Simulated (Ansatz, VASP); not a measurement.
**Sr3Zn: VASP beside Ansatz**

```xyz
4
Lattice="5.5521 0.0000 0.0000 0.0000 5.5521 0.0000 0.0000 0.0000 5.5521" Properties=species:S:1:pos:R:3 pbc="T T T"
Sr    0.0000    2.7760    2.7760
Sr    2.7760    2.7760    0.0000
Sr    2.7760    0.0000    2.7760
Zn    0.0000    0.0000    0.0000
```

Alike in both runs: task single point; functional PBE; k mesh 5 × 5 × 5; occupations fermi-dirac, width 0.05 eV; no spin polarisation.

|  | VASP | Ansatz |
| --- | --- | --- |
| version | VASP 6.6.1 | Ansatz 0.2.0 |
| potentials or method | VASP PAW PBE potentials, release 64 (Sr_sv, Zn) | Ansatz PAW |
| plane-wave cutoff (eV) | 520 | 420 |
| valence electrons in the cell | 42 | 42 |

Ansatz gave:

| Item | Value |
| --- | --- |
| gap on the k mesh at the Fermi level (eV) | none |
| pressure (GPa) | -0.5 |

**Question.** Estimate VASP's values.

**Answer.** gap on the k mesh at the Fermi level (eV): none; pressure (GPa): -0.4.

A gap of «none» marks a metal or a gap that the smearing closes.
